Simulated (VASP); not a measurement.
Set up this calculation in VASP 6.6.1, as the native input.

```yaml
Task: single point
Functional: PBEsol
Potentials_or_basis: VASP PAW PBE potentials, release 64 (Ta_pv, N)
Cutoff: 520 eV
k_mesh: 18 × 18 × 8
Occupations: gaussian, width 0.15 eV
Spin: no spin polarisation
Dipole_correction: no
Further_INCAR_settings: ALGO = Normal; EDIFF = 1e-06; NBANDS = 27
```

The structure of Ta3N lies in POSCAR:

```
Ta3N
1.0
    2.7604642176      0.0000000000      0.0000000000
   -1.3802321088      2.3906321387      0.0000000000
    0.0000000000      0.0000000000      7.4499251172
Ta N
3 1
Direct
    0.0000000000      0.0000000000      0.5000000000
    0.3333333333      0.6666666667      0.1725859884
    0.6666666667      0.3333333333      0.8274140116
    0.0000000000      0.0000000000      0.0000000000
```

This cell differs from its parent crystal: strain -0.080 along x and y, +0.000 along z.

These files were run (other wordings do the same):

INCAR

```
SYSTEM = Ta3N
PREC = Accurate
ENCUT = 520
EDIFF = 1E-6
ISMEAR = 0
SIGMA = 0.15
LREAL = .FALSE.
LASPH = .TRUE.
NELM = 100
ALGO = Normal
ISIF = 2
LWAVE = .FALSE.
LCHARG = .FALSE.
GGA = PS
NBANDS = 27
```

KPOINTS

```
regular mesh
0
G
  18 18 8
  0 0 0
```

Potentials or basis: VASP PAW PBE potentials, release 64 (Ta_pv, N).

The run is started by

```console
$ cat potpaw_PBE.64/Ta_pv/POTCAR potpaw_PBE.64/N/POTCAR > POTCAR
$ mpirun -np 1 vasp_std > vasp.out
```

Results of the run:

```json
{"Pressure": "63.3 GPa", "Largest force": "2.680 eV/Å", "Band gap on the k mesh": "zero (bands 19 and 20 overlap by 1.08 eV)"}
```

Caveat: the cell differs from its parent crystal (strain -0.080 along x and y, +0.000 along z); the stress differs along the axes, from 51 to 70 GPa; the PAW data sets were made with another functional, which shifts forces and pressure a little; spin-orbit coupling is left out, which moves the levels of the heavy elements.

Wall time 3.7 min on 1 thread of Intel(R) Xeon(R) Platinum 8559C (Emerald Rapids), with other jobs on the host, peak memory 0.39 GiB.
